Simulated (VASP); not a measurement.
CdF2:

```
Cd F
1.0
     0.00000    2.65759    2.65759
     2.65759    0.00000    2.65759
     2.65759    2.65759    0.00000
Cd F
1 2
Direct
  0.00000 0.00000 0.00000
  0.75000 0.75000 0.75000
  0.25000 0.25000 0.25000
```

This cell differs from its parent crystal: volume scaled by 0.96.

Base run:

- Program: VASP 6.6.1
- Functional: PBEsol
- Potentials or basis: VASP PAW PBE potentials, release 64 (Cd, F)
- Cutoff: 520 eV
- k mesh: 9 × 9 × 9
- Occupations: fermi-dirac, width 0.05 eV
- Spin: no spin polarisation

Its results: band gap on the k mesh 3.07 eV, indirect (least direct gap 3.48 eV); pressure 5.6 GPa.

Task: The run is repeated on the same cell with these changes: functional from PBEsol to r2SCAN. What comes out?

Result: Band gap on the k mesh 3.93 eV, indirect (least direct gap 4.34 eV); pressure 6.4 GPa.

r2SCAN gives the wider gap, since meta-GGAs in the generalised Kohn-Sham scheme recover part of the derivative discontinuity.

Caveats: the PAW data sets were made with another functional, which shifts forces and pressure a little.

A k mesh can miss the band edges.
